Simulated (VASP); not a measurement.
# Si3Te (Fm-3m) in VASP: a series of runs

Runs on Si3Te. Level: PBE. Tasks: single point, relaxation of cell and atoms.

Everything below comes from runs of VASP 6.6.1. Logs are shortened: lines on timing, memory, paths and dates and some standing lists are left out, and cuts for length are marked.

## (1) The cell of the first run

Symmetry: Fm-3m, No. 225, cubic system. Conventional cell: a = 6.592 Å, b = 6.592 Å, c = 6.592 Å, α = 90.00°, β = 90.00°, γ = 90.00°. Within 3.8 Å of Si (site symmetry m-3m) lie 8 Si at 2.85 Å and 6 Te at 3.30 Å. Within 3.8 Å of Si (site symmetry -43m) lie 10 Si at 2.85 to 3.30 Å and 4 Te at 2.85 Å. Te (site symmetry m-3m) has 14 Si at 2.85 to 3.30 Å within 3.8 Å.

## (2) Single point, PBE

File INCAR:

```
PREC = Accurate
ENCUT = 520
EDIFF = 1E-7
ISMEAR = 0
SIGMA = 0.1
LREAL = F
LASPH = T
NELM = 80
ALGO = Normal
ISIF = 2
LWAVE = F
LCHARG = T
GGA = PE
LELF = T
LVHAR = T
NBANDS = 17
```

File KPOINTS:

```
Automatic mesh
0
Gamma
  4 4 4
```

File POSCAR:

```
Si3Te
1.0
    0.0000000000      3.2961702015      3.2961702015
    3.2961702015      0.0000000000      3.2961702015
    3.2961702015      3.2961702015      0.0000000000
Si Te
3 1
Direct
    0.5000000000      0.5000000000      0.5000000000
    0.2500000000      0.2500000000      0.2500000000
    0.7500000000      0.7500000000      0.7500000000
    0.0000000000      0.0000000000      0.0000000000
```

Potentials or basis: VASP PAW PBE potentials, release 64 (Si, Te).

Run with:

```sh
> cat potpaw_PBE.64/Si/POTCAR potpaw_PBE.64/Te/POTCAR > POTCAR
> mpirun -np 1 vasp_std > vasp.out
```

OUTCAR:

```text
PREC = Accurate
   ENCUT = 520
   EDIFF = 1E-7
   ISMEAR = 0
   LREAL = F
   LASPH = T
   NELM = 80
   ISIF = 2
   GGA = PE

 ion  position               nearest neighbor table
   1  0.500  0.500  0.500-   2 2.85   2 2.85   2 2.85   2 2.85   3 2.85   3 2.85   3 2.85   3 2.85
                             4 3.30   4 3.30   4 3.30   4 3.30   4 3.30   4 3.30
   2  0.250  0.250  0.250-   4 2.85   4 2.85   4 2.85   1 2.85   4 2.85   1 2.85   1 2.85   1 2.85

   3  0.750  0.750  0.750-   1 2.85   1 2.85   1 2.85   1 2.85   4 2.85   4 2.85   4 2.85   4 2.85

   4  0.000  0.000  0.000-   3 2.85   3 2.85   3 2.85   2 2.85   3 2.85   2 2.85   2 2.85   2 2.85
                             1 3.30   1 3.30   1 3.30   1 3.30   1 3.30   1 3.30

  LATTYP: Found a face centered cubic cell.
 ALAT       =     6.5923404030

  Lattice vectors:

 A1 = (   0.0000000000,   3.2961702015,   3.2961702015)
 A2 = (   3.2961702015,   0.0000000000,   3.2961702015)
 A3 = (   3.2961702015,   3.2961702015,   0.0000000000)

Analysis of symmetry for initial positions (statically):
=====================================================================
 Subroutine PRICEL returns:
 Original cell was already a primitive cell.

 Routine SETGRP: Setting up the symmetry group for a
 face centered cubic supercell.

 Subroutine GETGRP returns: Found 48 space group operations
 (whereof 48 operations were pure point group operations)
 out of a pool of 48 trial point group operations.

The static configuration has the point symmetry O_h .

Analysis of symmetry for dynamics (positions and initial velocities):
=====================================================================
 Subroutine PRICEL returns:
 Original cell was already a primitive cell.

 Routine SETGRP: Setting up the symmetry group for a
 face centered cubic supercell.

 Subroutine GETGRP returns: Found 48 space group operations
 (whereof 48 operations were pure point group operations)
 out of a pool of 48 trial point group operations.

The dynamic configuration has the point symmetry O_h .

 Subroutine INISYM returns: Found 48 space group operations
 (whereof 48 operations are pure point group operations),
 and found     1 'primitive' translations

----------------------------------------------------------------------------------------

                                     Primitive cell

  volume of cell :      71.6241

  direct lattice vectors                    reciprocal lattice vectors
     0.000000000  3.296170201  3.296170201    -0.151691196  0.151691196  0.151691196
     3.296170201  0.000000000  3.296170201     0.151691196 -0.151691196  0.151691196
     3.296170201  3.296170201  0.000000000     0.151691196  0.151691196 -0.151691196

  length of vectors
     4.661488603  4.661488603  4.661488603     0.262736858  0.262736858  0.262736858

  position of ions in fractional coordinates (direct lattice)
     0.500000000  0.500000000  0.500000000
     0.250000000  0.250000000  0.250000000
     0.750000000  0.750000000  0.750000000
     0.000000000  0.000000000  0.000000000

  ion indices of the primitive-cell ions
   primitive index   ion index
                 1           1
                 2           2
                 3           3
                 4           4

----------------------------------------------------------------------------------------

 KPOINTS: Automatic mesh

Automatic generation of k-mesh.
 Grid dimensions read from file:
 generate k-points for:    4    4    4

 Generating k-lattice:

  Cartesian coordinates                     Fractional coordinates (reciprocal lattice)
    -0.037922799  0.037922799  0.037922799     0.250000000  0.000000000  0.000000000
     0.037922799 -0.037922799  0.037922799     0.000000000  0.250000000  0.000000000
     0.037922799  0.037922799 -0.037922799     0.000000000  0.000000000  0.250000000

  Length of vectors
     0.065684215  0.065684215  0.065684215

  Shift w.r.t. Gamma in fractional coordinates (k-lattice)
     0.000000000  0.000000000  0.000000000

 Subroutine IBZKPT returns following result:
 ===========================================

 Found      8 irreducible k-points:

 Following reciprocal coordinates:
            Coordinates               Weight
  0.000000  0.000000  0.000000      1.000000
  0.250000  0.000000  0.000000      8.000000
  0.500000  0.000000  0.000000      4.000000
  0.250000  0.250000  0.000000      6.000000
  0.500000  0.250000  0.000000     24.000000
 -0.250000  0.250000  0.000000     12.000000
  0.500000  0.500000  0.000000      3.000000
 -0.250000  0.500000  0.250000      6.000000
   k-points           NKPTS =      8   k-points in BZ     NKDIM =      8   number of bands    NBANDS=     17
   number of dos      NEDOS =    301   number of ions     NIONS =      4
   total plane-waves  NPLWV =  46656
   dimension x,y,z NGX =    36 NGY =   36 NGZ =   36
   dimension x,y,z NGXF=    72 NGYF=   72 NGZF=   72
   ions per type =               3   1
   NGX,Y,Z   is equivalent  to a cutoff of  12.84, 12.84, 12.84 a.u.
   NGXF,Y,Z  is equivalent  to a cutoff of  25.68, 25.68, 25.68 a.u.
 SYSTEM =  unknown system
   PREC   = accura    normal or accurate (medium, high low for compatibility)
   ISTART =      0    job   : 0-new  1-cont  2-samecut
   ICHARG =      2    charge: 1-file 2-atom 10-const
   ISPIN  =      1    spin polarized calculation?
   LNONCOLLINEAR =      F non collinear calculations
   LSORBIT =      F    spin-orbit coupling
   LASPH  =      T    aspherical Exc in radial PAW
   ENCUT  =  520.0 eV  38.22 Ry    6.18 a.u.   8.67  8.67  8.67*2*pi/ulx,y,z
   NELM   =     80;   NELMIN=  2; NELMDL= -5     # of ELM steps
   EDIFF  = 0.1E-06   stopping-criterion for ELM
   LREAL  =      F    real-space projection
   EDIFFG = 0.1E-05   stopping-criterion for IOM
   NSW    =      0    number of steps for IOM
   IBRION =     -1    ionic relax: 0-MD 1-quasi-New 2-CG
   NFREE  =      0    steps in history (QN), initial steepest desc. (CG)
   ISIF   =      2    stress and relaxation
   ISYM   =      2    0-nonsym 1-usesym 2-fastsym
   POTIM  = 0.5000    time-step for ionic-motion
   TEBEG  =    0.0;   TEEND  =   0.0 temperature during run
   PSTRESS=    0.0 pullay stress
   NELECT =      18.0000    total number of electrons
   NUPDOWN=      -1.0000    fix difference up-down
[... 37 lines left out ...]

 val. band max:        9.5980109061   @ k =   0.5000   0.2500   0.0000
 cond. band min:       9.6758452691   @ k =  -0.2500   0.2500   0.0000
 fundamental gap:      0.0778343630
 Fermi energy:         9.6496264796

 k-point     1 :       0.0000    0.0000    0.0000
  band No.  band energies     occupation
      1      -5.1766      2.00000
      2       2.4801      2.00000
      3       4.7963      2.00000
      4       5.4684      2.00000
      5       5.4684      2.00000
      6       5.4684      2.00000
      7       6.8588      2.00000
      8       6.8588      2.00000
      9       6.8588      2.00000
     10       7.9120      2.00000
     11       8.3131      2.00000
     12       8.3131      2.00000
     13       8.3131      2.00000
     14      11.9655      0.00000
     15      11.9655      0.00000
     16      17.9489      0.00000
     17      17.9489      0.00000

 k-point     2 :       0.2500    0.0000    0.0000
  band No.  band energies     occupation
      1      -4.6403      2.00000
      2       0.6405      2.00000
      3       3.3041      2.00000
      4       4.8744      2.00000
      5       4.8744      2.00000
      6       5.5311      2.00000
      7       6.8038      2.00000
      8       6.8824      2.00000
      9       6.8824      2.00000
     10       8.7774      2.00000
     11       8.7774      2.00000
     12      10.9830      0.00000
     13      11.9560      0.00000
     14      14.4112      0.00000
     15      14.4112      0.00000
     16      14.4560      0.00000
     17      15.9613      0.00000

 k-point     3 :       0.5000    0.0000    0.0000
  band No.  band energies     occupation
      1      -3.7002      2.00000
      2      -1.2870      2.00000
      3       2.9354      2.00000
      4       4.5542      2.00000
      5       4.6455      2.00000
      6       4.6455      2.00000
      7       6.1185      2.00000
      8       6.1185      2.00000
      9       9.7873      0.05155
     10      10.4839      0.00000
     11      11.6869      0.00000
     12      11.6869      0.00000
     13      12.3275      0.00000
     14      12.3275      0.00000
     15      14.9808      0.00000
     16      15.7681      0.00000
     17      18.7872      0.00000

 k-point     4 :       0.2500    0.2500    0.0000
  band No.  band energies     occupation
      1      -4.4614      2.00000
      2       0.8977      2.00000
      3       3.2790      2.00000
      4       3.6584      2.00000
      5       3.6584      2.00000
      6       3.6650      2.00000
      7       8.2643      2.00000
      8       8.7404      2.00000
      9       8.7404      2.00000
     10       9.7767      0.07238
     11      10.1770      0.00000
     12      10.6022      0.00000
     13      10.6022      0.00000
     14      12.7670      0.00000
     15      14.9241      0.00000
     16      14.9241      0.00000
     17      15.3661      0.00000

 k-point     5 :       0.5000    0.2500    0.0000
  band No.  band energies     occupation
      1      -3.5204      2.00000
      2      -0.5425      2.00000
      3       1.1373      2.00000
      4       2.7651      2.00000
      5       3.4356      2.00000
      6       6.2616      2.00000
      7       7.2829      2.00000
      8       8.3600      2.00000
      9       9.5980      1.53458
     10      10.4409      0.00000
     11      11.5544      0.00000
     12      12.0232      0.00000
     13      13.4804      0.00000
     14      13.5680      0.00000
     15      14.9065      0.00000
     16      15.7168      0.00000
     17      15.9843      0.00000

 k-point     6 :      -0.2500    0.2500    0.0000
  band No.  band energies     occupation
      1      -3.8654      2.00000
      2      -0.1564      2.00000
      3       1.0198      2.00000
      4       3.6272      2.00000
      5       4.3277      2.00000
      6       6.5319      2.00000
      7       6.8295      2.00000
      8       7.7258      2.00000
      9       8.3591      2.00000
     10       9.6758      0.71079
     11      10.3966      0.00000
     12      11.6922      0.00000
     13      13.7035      0.00000
     14      13.7313      0.00000
     15      14.6167      0.00000
     16      16.5652      0.00000
     17      16.8327      0.00000

 k-point     7 :       0.5000    0.5000    0.0000
  band No.  band energies     occupation
      1      -3.1905      2.00000
      2      -0.6512      2.00000
      3       1.6528      2.00000
      4       2.5301      2.00000
      5       2.8512      2.00000
      6       2.8512      2.00000
      7      10.7634      0.00000
      8      10.7634      0.00000
      9      11.3440      0.00000
     10      11.6286      0.00000
     11      11.6286      0.00000
     12      11.9049      0.00000
     13      13.1622      0.00000
     14      13.2607      0.00000
     15      14.9299      0.00000
     16      15.4516      0.00000
     17      15.4567      0.00000

 k-point     8 :      -0.2500    0.5000    0.2500
  band No.  band energies     occupation
      1      -3.1106      2.00000
      2       0.1907      2.00000
      3       0.1907      2.00000
      4       0.5876      2.00000
      5       5.9114      2.00000
      6       6.5284      2.00000
      7       6.7146      2.00000
      8       6.7146      2.00000
      9      11.4371      0.00000
     10      11.4371      0.00000
     11      12.2142      0.00000
     12      12.2643      0.00000
     13      13.9647      0.00000
     14      14.0548      0.00000
     15      14.0550      0.00000
     16      14.0550      0.00000
     17      18.6439      0.00000

------------------------ aborting loop because EDIFF is reached ----------------------------------------

  FORCE on cell =-STRESS in cart. coord.  units (eV):
  Direction    XX          YY          ZZ          XY          YZ          ZX
  --------------------------------------------------------------------------------------
  -------------------------------------------------------------------------------------
  Total       -0.0253036     -0.0253036     -0.0253036      0.0000000     -0.0000000      0.0000000
  in kB       -0.5660233     -0.5660233     -0.5660233      0.0000000     -0.0000000      0.0000000
  external PRESSURE =      -0.5660233 kB  Pullay stress =       0.0000000 kB

 VOLUME and BASIS-vectors are now :
 -----------------------------------------------------------------------------
  energy-cutoff  :      520.00
  volume of cell :       71.62
      direct lattice vectors                 reciprocal lattice vectors
     0.000000000  3.296170201  3.296170201    -0.151691196  0.151691196  0.151691196
     3.296170201  0.000000000  3.296170201     0.151691196 -0.151691196  0.151691196
     3.296170201  3.296170201  0.000000000     0.151691196  0.151691196 -0.151691196

 POSITION                                       TOTAL-FORCE (eV/Angst)
 -----------------------------------------------------------------------------------
      3.29617      3.29617      3.29617         0.000000     -0.000000     -0.000000
      1.64809      1.64809      1.64809         0.000000     -0.000000      0.000000
      4.94426      4.94426      4.94426        -0.000000      0.000000     -0.000000
      0.00000      0.00000      0.00000         0.000000     -0.000000     -0.000000
 -----------------------------------------------------------------------------------
    total drift:                                0.000000      0.000000      0.000000

  FREE ENERGIE OF THE ION-ELECTRON SYSTEM (eV)
  ---------------------------------------------------
  free  energy   TOTEN  =       -16.7180455142 eV

  energy  without entropy=      -16.6903778989  energy(sigma->0) =      -16.70421171
```

Run time: 8.7 s. Hardware: 1 thread of Intel Xeon 6975P-C (Granite Rapids), shared host; peak memory 0.2 GiB.

What came out:

```yaml
Free_energy: -16.7180 eV
Pressure: -0.1 GPa
Band_gap_on_the_k_mesh: zero (band 9 reaches 11.44 eV, above the bottom of band 10 at 7.91 eV)
```

Caveat: the k points lie up to 0.41 Å⁻¹ apart; spin-orbit coupling is left out, which moves the levels of the heavy elements.

## (3) Single point, PBE

This run uses another cell than the first one, of 24.95 Å³/atom, 1.393 times its volume.

File INCAR:

```
SYSTEM = Si3Te
PREC = Accurate ; ENCUT = 520
EDIFF = 1E-6 ; ISMEAR = 0
SIGMA = 0.1 ; LREAL = .FALSE.
LASPH = .TRUE. ; NELM = 100
ALGO = Normal ; ISIF = 2
LWAVE = .FALSE. ; LCHARG = .FALSE.
GGA = PE ; NBANDS = 17
```

File KPOINTS:

```
regular mesh
0
G
  4 4 4
  0 0 0
```

File POSCAR:

```
Si3Te
1.0
    0.0000000000      3.6816402600      3.6816402600
    3.6816402600      0.0000000000      3.6816402600
    3.6816402600      3.6816402600      0.0000000000
Si Te
3 1
Direct
    0.5000000000      0.5000000000      0.5000000000
    0.2500000000      0.2500000000      0.2500000000
    0.7500000000      0.7500000000      0.7500000000
    0.0000000000      0.0000000000      0.0000000000
```

Potentials or basis: VASP PAW PBE potentials, release 64 (Si, Te).

Run with:

```sh
> cat potpaw_PBE.64/Si/POTCAR potpaw_PBE.64/Te/POTCAR > POTCAR
> mpirun -np 1 vasp_std > vasp.out
```

Wall time 9.8 s (1 thread of Intel Xeon 6975P-C (Granite Rapids), shared host); peak memory 0.23 GiB.

It converged, with:

- Free energy: -15.2790 eV
- Pressure: -11.8 GPa
- Band gap on the k mesh: zero (band 9 reaches 6.92 eV, above the bottom of band 10 at 4.09 eV)

Levels at points of the mesh, in eV from the Fermi level:
| k point | band 5 | band 6 | band 7 | band 8 | band 9 | band 10 | band 11 | band 12 | band 13 | band 14 |
| --- | --- | --- | --- | --- | --- | --- | --- | --- | --- | --- |
| (0.00, 0.00, 0.00) | -2.80 | -2.80 | -2.80 | -1.53 | -1.53 | -1.53 | -0.71 | -0.71 | -0.71 | 3.39 |
| (0.50, 0.00, 0.00) | -3.39 | -3.39 | -2.16 | -2.16 | -0.66 | 0.13 | 1.98 | 1.98 | 2.59 | 2.59 |
| (0.50, 0.50, 0.00) | -4.70 | -4.70 | 0.24 | 0.90 | 0.90 | 0.91 | 1.75 | 1.75 | 2.37 | 2.73 |

Caveat: the k points lie up to 0.37 Å⁻¹ apart; spin-orbit coupling is left out, which moves the levels of the heavy elements.

## (4) Relaxation of cell and atoms, PBE

This run uses another cell than the first one, of 24.95 Å³/atom, 1.393 times its volume.

File INCAR:

```
SYSTEM = Si3Te
ALGO = Normal ; EDIFF = 1E-6
EDIFFG = -0.04 ; ENCUT = 600
GGA = PE ; IBRION = 2
ISIF = 3 ; ISMEAR = 0
LASPH = .TRUE. ; LCHARG = .FALSE.
LREAL = .FALSE. ; LWAVE = .FALSE.
NELM = 60 ; NSW = 90
PREC = Accurate ; SIGMA = 0.1
```

File KPOINTS:

```
k-points
0
G
  4 4 4
  0 0 0
```

POSCAR is that of step 3.

Run with:

```sh
> cat potpaw_PBE.64/Si/POTCAR potpaw_PBE.64/Te/POTCAR > POTCAR
> mpirun -np 1 vasp_std > vasp.out
```

It took 34 s on 1 thread of Intel Xeon 6975P-C (Granite Rapids), shared host; peak memory 0.26 GiB.

The run converged. Its results:

```
Free energy                            : -16.7187 eV
Relaxed volume                         : 17.86 Å³/atom
Relaxed cell                           : a = 4.657 Å, b = 4.657 Å, c = 4.657 Å, α = 60.00°, β = 60.00°, γ = 60.00°
Space group after relaxing (to 0.05 Å) : Fm-3m (No. 225)
Energy gained by relaxing              : 359.9 meV/atom
Ionic steps                            : 4
Pressure after relaxing                : 0.2 GPa
```

Step by step:
```tsv
step	energy change (eV)	largest force (eV/Å)	pressure (GPa)	volume (Å³)
1	0.0000	0.0000	-11.76	99.81
2	-1.3909	0.0000	-3.56	75.61
3	-1.4382	0.0000	-0.74	72.24
4	-1.4397	0.0000	0.19	71.42
```

Final structure:
```
CELL_PARAMETERS angstrom
0.00000 3.29309 3.29309
3.29309 0.00000 3.29309
3.29309 3.29309 0.00000
ATOMIC_POSITIONS crystal
Si 0.50000 0.50000 0.50000
Si 0.25000 0.25000 0.25000
Si 0.75000 0.75000 0.75000
Te 0.00000 0.00000 0.00000
```

Levels at points of the mesh, in eV from the Fermi level:
```csv
k point,band 7,band 8,band 9,band 10,band 11,band 12
"(0.00, 0.00, 0.00)",-2.80,-2.80,-2.80,-1.72,-1.34,-1.34
"(0.50, 0.00, 0.00)",-3.54,-3.54,0.15,0.84,2.04,2.04
"(0.50, 0.50, 0.00)",1.12,1.12,1.71,1.98,1.98,2.27
```

Caveat: the k points lie up to 0.41 Å⁻¹ apart in the final cell; the volume moved by over 15 % at a fixed basis, so the end points are rough; the bands computed are all filled at some k points, so no gap is given; spin-orbit coupling is left out, which moves the levels of the heavy elements.

## (5) Overview

| task | cell | cutoff (eV) | gap on the mesh (eV) | pressure (GPa) |
| --- | --- | --- | --- | --- |
| single point | a = 4.661 Å, angles 60.0°, 4 atoms | 520 | none | -0.1 |
| single point | a = 5.207 Å, angles 60.0°, 4 atoms | 520 | none | -11.8 |
| relaxation of cell and atoms | relaxed from a = 5.207 Å, angles 60.0°, 4 atoms | 600 | - | 0.2 |

Alike in all rows: level PBE; potentials or basis VASP PAW PBE potentials, release 64 (Si, Te); no spin polarisation; k mesh 4 × 4 × 4; smearing gaussian 0.1 eV.

Caveats: all runs use coarse meshes; spin-orbit coupling is left out, which moves the levels of the heavy elements; the volume moved by over 15 % at a fixed basis, so the end points are rough (some runs); the bands computed are all filled at some k points, so no gap is given (some runs).

Total energies depend on the potentials used, so only differences within one code and one set of settings carry meaning.
